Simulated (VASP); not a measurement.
# Be16H (a cell with a defect) in VASP: notebook, part 2 of 2

VASP 6.6.1. The steps go on from the part before.

**3. Single point, PBE**

The input, INCAR:

```
PREC = Accurate
ENCUT = 520
EDIFF = 1E-6
ISMEAR = 0
SIGMA = 0.1
LREAL = Auto
LASPH = True
NELM = 60
ALGO = Normal
ISIF = 2
LWAVE = False
LCHARG = False
GGA = PE
NBANDS = 30
```

The input, KPOINTS:

```
Automatic mesh
0
Gamma
  5 6 4
```

The input, POSCAR:

```
Be16H
1.0
   -2.2900000000     -3.9663960000      0.0000000000
    3.4350000000     -1.9831980000      0.0000000000
    0.0000000000      0.0000000000      7.1768600000
Be H
16 1
Direct
    0.7469811107      0.5051044377     -0.0008279387
    0.4889835759      0.3467331554      0.2391614160
    0.7655775294      0.5307212642      0.5048822187
    0.4949027266      0.3398414101      0.7535185304
    0.4939920039      0.0034616270      0.0006097374
    0.2439429084      0.8359159418      0.2490810745
    0.4877305406     -0.0281840064      0.5056137364
    0.2437886420      0.8383266347      0.7505683544
    0.2416797092      0.5097189328     -0.0043287733
    0.0049794391      0.3400218095      0.2446882063
    0.2341750115      0.5069676205      0.4990238071
   -0.0028135975      0.3403315463      0.7493481829
   -0.0039012827      0.0073109352     -0.0011889601
    0.7519947960      0.8344824113      0.2462310816
    0.0046227235      0.0136599816      0.5002257255
    0.7468834645      0.8426064436      0.7516795646
    0.6155667327      0.2569897578      0.4164489763
```

Potentials or basis: VASP PAW PBE potentials, release 64 (Be, H).

On the command line:

```
cat potpaw_PBE.64/Be/POTCAR potpaw_PBE.64/H/POTCAR > POTCAR
mpirun -np 1 vasp_std > vasp.out
```

OUTCAR:

```text
PREC = Accurate
   ENCUT = 520
   EDIFF = 1E-6
   ISMEAR = 0
   LREAL = Auto
   LASPH = True
   NELM = 60
   ISIF = 2
   GGA = PE

 ion  position               nearest neighbor table
   1  0.747  0.505  0.999-   2 2.18  14 2.20   4 2.21  10 2.22  16 2.22  12 2.23   9 2.27  13 2.28
                             5 2.29  13 2.30   5 2.30   9 2.31
   2  0.489  0.347  0.239-  17 1.44   9 2.18   1 2.18   5 2.19  10 2.22   6 2.24  14 2.28  11 2.29
                             6 2.32  14 2.36  10 2.36
   3  0.766  0.531  0.505-  17 1.43  11 2.15  16 2.16   7 2.16  12 2.18  15 2.21  14 2.21  10 2.29
                             4 2.30  15 2.33
   4  0.495  0.340  0.754-   9 2.20   1 2.21   5 2.22  12 2.28  11 2.28  16 2.29   8 2.29   8 2.30
                            12 2.30   3 2.30   7 2.30  16 2.30
   5  0.494  0.003  0.001-   2 2.19   4 2.22   6 2.22  16 2.22  14 2.23   8 2.23   9 2.27  13 2.28
                             1 2.29  13 2.30   1 2.30   9 2.32
   6  0.244  0.836  0.249-  11 2.22   7 2.22   5 2.22  15 2.22  13 2.23   9 2.23   2 2.24  10 2.25
                            14 2.25  10 2.28   2 2.32  14 2.33
   7  0.488  0.972  0.506-  17 1.43   8 2.15   3 2.16  11 2.18  16 2.19  15 2.22   6 2.22  14 2.29
                             4 2.30  15 2.37
   8  0.244  0.838  0.751-   7 2.15   9 2.19  13 2.22  15 2.22   5 2.23  11 2.23  12 2.28  16 2.28
                             4 2.29  12 2.29   4 2.30  16 2.30
   9  0.242  0.510  0.996-   2 2.18   8 2.19   4 2.20  10 2.20  12 2.20   6 2.23   1 2.27  13 2.27
                             5 2.27  13 2.29   1 2.31   5 2.32
  10  0.005  0.340  0.245-   9 2.20  13 2.20  11 2.21   2 2.22   1 2.22  15 2.24   6 2.25  14 2.28
                             6 2.28   3 2.29  14 2.32   2 2.36
  11  0.234  0.507  0.499-   3 2.15   7 2.18  12 2.20  10 2.21   6 2.22  15 2.22   8 2.23  15 2.27
                             4 2.28   2 2.29
  12  0.997  0.340  0.749-   3 2.18   9 2.20  11 2.20  15 2.21  13 2.22   1 2.23   8 2.28   4 2.28
                            16 2.28   8 2.29  16 2.30   4 2.30
  13  0.996  0.007  0.999-  10 2.20  14 2.21  16 2.21   8 2.22  12 2.22   6 2.23   9 2.27   1 2.28
                             5 2.28   9 2.29   1 2.30   5 2.30
  14  0.752  0.834  0.246-   1 2.20  13 2.21   3 2.21   5 2.23   6 2.25  15 2.27  10 2.28   2 2.28
                             7 2.29  10 2.32   6 2.33   2 2.36
  15  0.005  0.014  0.500-   3 2.21  12 2.21   8 2.22   7 2.22  11 2.22   6 2.22  10 2.24  16 2.26
                            11 2.27  14 2.27   3 2.33   7 2.37
  16  0.747  0.843  0.752-   3 2.16   7 2.19  13 2.21   5 2.22   1 2.22  15 2.26   8 2.28  12 2.28
[... 210 lines left out ...]

 Free energy of the ion-electron system (eV)
  ---------------------------------------------------
  ext. energy  EPLUGINS =         0.00000000
  ---------------------------------------------------
  free energy    TOTEN  =       -61.55912795 eV

  energy without entropy =      -61.54742806  energy(sigma->0) =      -61.55327800

 E-fermi :   7.3401     XC(G=0): -10.5794

 val. band max:        7.3218206641   @ k =   0.4000   0.1667   0.2500
 cond. band min:       7.3445765154   @ k =   0.0000   0.3333   0.2500
 fundamental gap:      0.0227558513
 Fermi energy:         7.3401455751

 k-point     1 :       0.0000    0.0000    0.0000
  band No.  band energies     occupation
      1      -5.0103      2.00000
      2      -2.9591      2.00000
      3      -2.2018      2.00000
      4      -0.1095      2.00000
      5       0.9625      2.00000
      6       1.4703      2.00000
[... 733 lines left out ...]
     27      11.9279      0.00000
     28      12.2768      0.00000

 [... further k-points ...]

 [bands above 28 left out]

------------------------ aborting loop because EDIFF is reached ----------------------------------------

  FORCE on cell =-STRESS in cart. coord.  units (eV):
  Direction    XX          YY          ZZ          XY          YZ          ZX
  --------------------------------------------------------------------------------------
  -------------------------------------------------------------------------------------
  Total        1.0152662      1.9395183     -0.1945795      0.1982913      0.1082341      0.1931465
  in kB       12.4765494     23.8346311     -2.3911761      2.4367907      1.3300827      2.3735659
  external PRESSURE =      11.3066682 kB  Pullay stress =       0.0000000 kB

 VOLUME and BASIS-vectors are now :
 -----------------------------------------------------------------------------
  energy-cutoff  :      520.00
  volume of cell :      130.38
      direct lattice vectors                 reciprocal lattice vectors
    -2.290000000 -3.966396000  0.000000000    -0.109170306 -0.189088533  0.000000000
     3.435000000 -1.983198000  0.000000000     0.218340611 -0.126059022  0.000000000
     0.000000000  0.000000000  7.176860000     0.000000000  0.000000000  0.139336702

 POSITION                                       TOTAL-FORCE (eV/Angst)
 -----------------------------------------------------------------------------------
      0.02445     -3.96455      7.17092        -0.000590     -0.002836     -0.002173
      0.07126     -2.62714      1.71643        -0.008967     -0.000080     -0.006958
      0.06986     -4.08911      3.62347         0.000843     -0.012605      0.003684
      0.03403     -2.63695      5.40790        -0.003334     -0.002228     -0.002156
     -1.11935     -1.96623      0.00438        -0.003969     -0.001367     -0.002127
      2.31274     -2.62536      1.78762        -0.002245     -0.005141     -0.001634
[... 9 lines left out ...]
      1.18399     -4.63349      5.39470        -0.002217     -0.001905     -0.000762
     -0.52689     -2.95124      2.98880         0.043753      0.024219      0.021317
 -----------------------------------------------------------------------------------
    total drift:                                0.001440     -0.002247     -0.001137

  FREE ENERGIE OF THE ION-ELECTRON SYSTEM (eV)
  ---------------------------------------------------
  free  energy   TOTEN  =       -61.5591279493 eV

  energy  without entropy=      -61.5474280572  energy(sigma->0) =      -61.55327800
```

OSZICAR:

```text
N       E                     dE             d eps       ncg     rms          rms(c)
DAV:   1     0.348444925752E+02    0.34844E+02   -0.12732E+04  3720   0.929E+02
DAV:   2    -0.578817815525E+02   -0.92726E+02   -0.85448E+02  4942   0.170E+02
DAV:   3    -0.621880881363E+02   -0.43063E+01   -0.42083E+01  4832   0.305E+01
DAV:   4    -0.622362045958E+02   -0.48116E-01   -0.47987E-01  4714   0.378E+00
DAV:   5    -0.622367447369E+02   -0.54014E-03   -0.53993E-03  4708   0.310E-01    0.423E+00
DAV:   6    -0.617443189349E+02    0.49243E+00   -0.12765E-01  4784   0.226E+00    0.249E+00
DAV:   7    -0.615614408560E+02    0.18288E+00   -0.14229E-01  4464   0.226E+00    0.381E-01
DAV:   8    -0.615594914799E+02    0.19494E-02   -0.10562E-02  4596   0.522E-01    0.171E-01
DAV:   9    -0.615591218551E+02    0.36962E-03   -0.12078E-03  4654   0.160E-01    0.370E-02
DAV:  10    -0.615591233762E+02   -0.15211E-05   -0.14842E-04  4490   0.593E-02    0.103E-02
DAV:  11    -0.615591262119E+02   -0.28357E-05   -0.53010E-06  4728   0.106E-02    0.246E-03
DAV:  12    -0.615591277924E+02   -0.15805E-05   -0.42044E-07  2862   0.365E-03    0.528E-04
DAV:  13    -0.615591279493E+02   -0.15688E-06   -0.78594E-08  2820   0.164E-03
   1 F= -.61559128E+02 E0= -.61553278E+02  d E =-.116999E-01
```

stdout:

```text
POSCAR found type information on POSCAR BeH
 POSCAR found :  2 types and      17 ions
 scaLAPACK will be used
 LDA part: xc-table for (Slater+PW92), standard interpolation
 POSCAR, INCAR and KPOINTS ok, starting setup
 FFT: planning ... GRIDC
 FFT: planning ... GRID_SOFT
 FFT: planning ... GRID
 WAVECAR not read
 entering main loop
```

It took 9.7 min on 1 thread of Intel Xeon 8259CL, shared host; peak memory 0.32 GiB.

What came out:

```yaml
Free_energy: -61.5591 eV
Pressure: 1.1 GPa
Largest_force: 0.054 eV/Å
Band_gap_on_the_k_mesh: zero (an odd number of electrons rules out a gap without spin polarisation)
```

Forces in eV/Å, atoms in the order of the input:
```
Be  -0.001 -0.003 -0.002
Be  -0.009  0.000 -0.007
Be   0.001 -0.013  0.004
Be  -0.003 -0.002 -0.002
Be  -0.004 -0.001 -0.002
Be  -0.002 -0.005 -0.002
Be  -0.010  0.007  0.002
Be  -0.002 -0.002 -0.003
Be  -0.002 -0.001 -0.001
Be  -0.001  0.002  0.000
Be  -0.007 -0.002 -0.002
Be  -0.003 -0.001  0.000
Be  -0.001  0.000 -0.003
Be   0.000 -0.002  0.001
Be   0.002  0.001 -0.004
Be  -0.002 -0.002 -0.001
H    0.044  0.024  0.021
```

Stress tensor (GPa, compression positive):
```
 1.25  0.24  0.24
 0.24  2.38  0.13
 0.24  0.13 -0.24
```

Levels at points of the mesh, in eV from the Fermi level:
| k point | band 13 | band 14 | band 15 | band 16 | band 17 | band 18 | band 19 | band 20 |
| --- | --- | --- | --- | --- | --- | --- | --- | --- |
| (0.00, 0.00, 0.00) | -4.04 | -3.68 | -0.42 | 0.12 | 0.41 | 0.57 | 0.70 | 1.04 |
| (0.00, 0.50, 0.00) | -3.76 | -3.67 | -2.69 | -2.60 | -0.28 | 0.63 | 0.74 | 0.87 |
| (0.00, 0.00, 0.50) | -2.45 | -2.15 | -1.99 | -1.96 | 0.32 | 1.38 | 1.64 | 1.75 |
| (0.00, 0.50, 0.50) | -4.00 | -3.80 | -3.59 | -3.55 | 0.45 | 1.59 | 1.77 | 1.92 |

**4. Single point, PBE**

The input, INCAR:

```
PREC     = Accurate       # precision mode
ENCUT    = 520            # plane-wave cutoff, eV
EDIFF    = 1E-6           # SCF threshold, eV
ISMEAR   = 0              # smearing method
SIGMA    = 0.1            # smearing width, eV
LREAL    = Auto         
LASPH    = True           # aspherical terms in the spheres
NELM     = 80             # most SCF steps
ALGO     = Normal         # electronic algorithm
ISIF     = 2              # what is computed and relaxed
LWAVE    = False          # write WAVECAR
LCHARG   = False          # write CHGCAR
GGA      = PE             # functional
NBANDS   = 30             # bands
```

The input, KPOINTS:

```
regular mesh
0
Gamma
  5 6 4
```

The input, POSCAR:

```
Be16H
1.0
   -2.2900000000     -3.9663960000      0.0000000000
    3.4350000000     -1.9831980000      0.0000000000
    0.0000000000      0.0000000000      7.1768600000
Be H
16 1
Direct
    0.7452886980      0.5068247797     -0.0013092076
    0.4856229087      0.3518732055      0.2429843971
    0.7539291089      0.5275416767      0.5041245057
    0.4931712815      0.3432140421      0.7509540384
    0.4929569607      0.0081512198      0.0007745727
    0.2415974818      0.8400198641      0.2496777142
    0.4861548908     -0.0105031441      0.5048135257
    0.2432148835      0.8414512615      0.7516592214
    0.2419521358      0.5128071007     -0.0043468871
    0.0034167008      0.3441497074      0.2458534791
    0.2353517083      0.5123174416      0.5000044588
   -0.0043730022      0.3436651601      0.7492059201
   -0.0045602436      0.0097618755     -0.0001259604
    0.7491442617      0.8375468295      0.2468100256
    0.0037764494      0.0126800784      0.5015728327
    0.7456534768      0.8464903819      0.7519987850
    0.6778005938      0.2181226666      0.3930493280
```

Potentials or basis: VASP PAW PBE potentials, release 64 (Be, H).

On the command line:

```
cat potpaw_PBE.64/Be/POTCAR potpaw_PBE.64/H/POTCAR > POTCAR
mpirun -np 1 vasp_std > vasp.out
```

OUTCAR:

```text
PREC = Accurate
   ENCUT = 520
   EDIFF = 1E-6
   ISMEAR = 0
   LREAL = Auto
   LASPH = True
   NELM = 80
   ISIF = 2
   GGA = PE

 ion  position               nearest neighbor table
   1  0.745  0.507  0.999-   2 2.21  14 2.21   4 2.22  12 2.22  16 2.22  10 2.23   9 2.27  13 2.28
                             5 2.29   5 2.30  13 2.30   9 2.31
   2  0.486  0.352  0.243-  17 1.49   9 2.19   1 2.21  10 2.21   5 2.21   6 2.24  11 2.26  14 2.27
                             6 2.32   3 2.35   7 2.37  14 2.37  10 2.37
   3  0.754  0.528  0.504-  17 1.50  16 2.18  12 2.20   7 2.20  11 2.21  14 2.22  15 2.24   4 2.26
                            10 2.30  15 2.34   2 2.35  11 2.38
   4  0.493  0.343  0.751-   9 2.20   1 2.22   5 2.23  11 2.26   7 2.26   3 2.26  12 2.28   8 2.28
                            16 2.28   8 2.30  12 2.30  16 2.31
   5  0.493  0.008  0.001-   2 2.21  16 2.22   8 2.22  14 2.23   6 2.23   4 2.23   9 2.28  13 2.28
                             1 2.29   1 2.30  13 2.30   9 2.31
   6  0.242  0.840  0.250-  11 2.22  15 2.22  13 2.22   7 2.23   5 2.23   2 2.24   9 2.24  10 2.25
                            14 2.26  10 2.28   2 2.32  14 2.32
   7  0.486  0.989  0.505-  17 1.50   8 2.17   3 2.20  16 2.21  15 2.21  11 2.21   6 2.23   4 2.26
                            14 2.29   2 2.37  11 2.37  15 2.37
   8  0.243  0.841  0.752-   7 2.17   9 2.18  15 2.21  13 2.22   5 2.22  11 2.23  12 2.28  16 2.28
[... 984 lines left out ...]
     28      12.3177      0.00000

 [... further k-points ...]

 [bands above 28 left out]

------------------------ aborting loop because EDIFF is reached ----------------------------------------

  FORCE on cell =-STRESS in cart. coord.  units (eV):
  Direction    XX          YY          ZZ          XY          YZ          ZX
  --------------------------------------------------------------------------------------
  -------------------------------------------------------------------------------------
  Total        0.9103277      1.1886145     -1.1184341      0.1620590      0.0404797      0.0089409
  in kB       11.1869654     14.6068171    -13.7443733      1.9915342      0.4974522      0.1098747
  external PRESSURE =       4.0164697 kB  Pullay stress =       0.0000000 kB

 VOLUME and BASIS-vectors are now :
 -----------------------------------------------------------------------------
  energy-cutoff  :      520.00
  volume of cell :      130.38
      direct lattice vectors                 reciprocal lattice vectors
    -2.290000000 -3.966396000  0.000000000    -0.109170306 -0.189088533  0.000000000
     3.435000000 -1.983198000  0.000000000     0.218340611 -0.126059022  0.000000000
     0.000000000  0.000000000  7.176860000     0.000000000  0.000000000  0.139336702

 POSITION                                       TOTAL-FORCE (eV/Angst)
 -----------------------------------------------------------------------------------
      0.03423     -3.96124      7.16746         0.013664      0.015572      0.001524
      0.09661     -2.62401      1.74387         0.032076      0.022656      0.040558
      0.08561     -4.03660      3.61803         0.029450      0.076009      0.006337
      0.04958     -2.63677      5.38949         0.018624      0.012952     -0.014919
     -1.10087     -1.97143      0.00556         0.020838      0.005846      0.010545
      2.33221     -2.62420      1.79190         0.025799      0.007035      0.015396
[... 9 lines left out ...]
      1.20015     -4.63632      5.39699         0.019979      0.007109      0.010661
     -0.80291     -3.12101      2.82086        -0.351155     -0.206022     -0.203652
 -----------------------------------------------------------------------------------
    total drift:                                0.000219     -0.003052      0.001432

  FREE ENERGIE OF THE ION-ELECTRON SYSTEM (eV)
  ---------------------------------------------------
  free  energy   TOTEN  =       -61.6657351943 eV

  energy  without entropy=      -61.6564508425  energy(sigma->0) =      -61.66109302
```

stdout:

```text
POSCAR found type information on POSCAR BeH
 POSCAR found :  2 types and      17 ions
 scaLAPACK will be used
 LDA part: xc-table for (Slater+PW92), standard interpolation
 POSCAR, INCAR and KPOINTS ok, starting setup
 FFT: planning ... GRIDC
 FFT: planning ... GRID_SOFT
 FFT: planning ... GRID
 WAVECAR not read
 entering main loop
```

Wall time 11 min (1 thread of Intel Xeon 8259CL, shared host); peak memory 0.32 GiB.

What came out:

* Free energy: -61.6657 eV
* Pressure: 0.4 GPa
* Largest force: 0.455 eV/Å
* Band gap on the k mesh: zero (an odd number of electrons rules out a gap without spin polarisation)

Forces on the atoms (eV/Å):
```
Be   0.014  0.016  0.002
Be   0.032  0.023  0.041
Be   0.029  0.076  0.006
Be   0.019  0.013 -0.015
Be   0.021  0.006  0.011
Be   0.026  0.007  0.015
Be   0.079 -0.015  0.003
Be   0.015  0.006  0.018
Be   0.012  0.003  0.011
Be   0.023  0.013  0.021
Be   0.017 -0.012  0.020
Be   0.017  0.012  0.009
Be   0.013  0.010  0.017
Be   0.020  0.022  0.013
Be  -0.005  0.020  0.021
Be   0.020  0.007  0.011
H   -0.351 -0.206 -0.204
```

Stress tensor (GPa, compression positive):
```
 1.12  0.20  0.01
 0.20  1.46  0.05
 0.01  0.05 -1.37
```

**5. Summary**

| cell | gap on the mesh (eV) | pressure (GPa) | largest force (eV/Å) |
| --- | --- | --- | --- |
| as given, atomic positions A | none | 1.0 | 0.75 |
| as given, atomic positions B | none | 1.1 | 0.05 |
| as given, atomic positions C | none | 0.4 | 0.46 |

Alike in all rows: task single point; level PBE; potentials or basis VASP PAW PBE potentials, release 64 (Be, H); no spin polarisation; k mesh 5 × 6 × 4; cutoff (eV) 520; smearing gaussian 0.1 eV.

Absolute energies hang on the potentials; compare differences alone.

The gap in the log of VASP goes by the Fermi energy; the results here count the filled bands.